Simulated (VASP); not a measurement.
Crystal: I.

```
I
1.0
     2.37739   -3.63429   -0.15988
     2.37739    3.63429   -0.15988
    -1.66807    0.00000    2.41857
I
1
Direct
  0.50000 0.50000 0.50000
```

- Program: VASP 6.6.1
- Task: relaxation of cell and atoms
- Functional: LDA
- Potentials or basis: VASP PAW LDA potentials, release 64 (I)
- Cutoff: 600 eV
- k mesh: 12 × 12 × 18
- Occupations: gaussian, width 0.1 eV
- Spin: no spin polarisation

At the start: pressure -1.5 GPa; volume 39.85 Å³/atom.

Where does the relaxation end?

Over 22 steps the energy falls by 12.8 meV/atom and the volume is 36.49 Å³/atom (-8.4 %); space group Immm (No. 71, to 0.1 Å) before and after.

Step by step:
```
step  energy change (eV)  largest force (eV/Å)  pressure (GPa)  volume (Å³)
   1              0.0000                0.0000           -1.50        39.85
   2             -0.0002                0.0000            1.08        37.73
   3             -0.0071                0.0000           -0.30        38.75
   4             -0.0098                0.0000           -0.20        38.13
   5             -0.0122                0.0000            0.01        36.99
   6             -0.0084                0.0000            1.07        34.74
   7             -0.0124                0.0000            0.23        36.49
   8             -0.0120                0.0000           -0.44        36.75
   9             -0.0127                0.0000           -0.04        36.59
  10             -0.0127                0.0000           -0.01        36.55
  11             -0.0128                0.0000            0.04        36.46
  12             -0.0128                0.0000           -0.07        36.50
  13             -0.0128                0.0000           -0.01        36.47
  14             -0.0128                0.0000            0.01        36.48
  15             -0.0128                0.0000            0.02        36.48
  16             -0.0128                0.0000            0.03        36.48
  17             -0.0128                0.0000            0.03        36.48
  18             -0.0128                0.0000            0.02        36.48
  19             -0.0128                0.0000            0.01        36.48
  20             -0.0128                0.0000            0.02        36.48
  21             -0.0128                0.0000           -0.04        36.51
  22             -0.0128                0.0000            0.00        36.49
```

Final structure:
```
I
1.0
     2.31115   -3.50298   -0.19860
     2.31115    3.50298   -0.19860
    -1.66263    0.00000    2.39659
I
1
Cartesian
  1.4798 0.0000 0.9997
```

Caveat: an odd number of electrons without spin polarisation forces a metal; a magnetic or distorted state may lie lower.
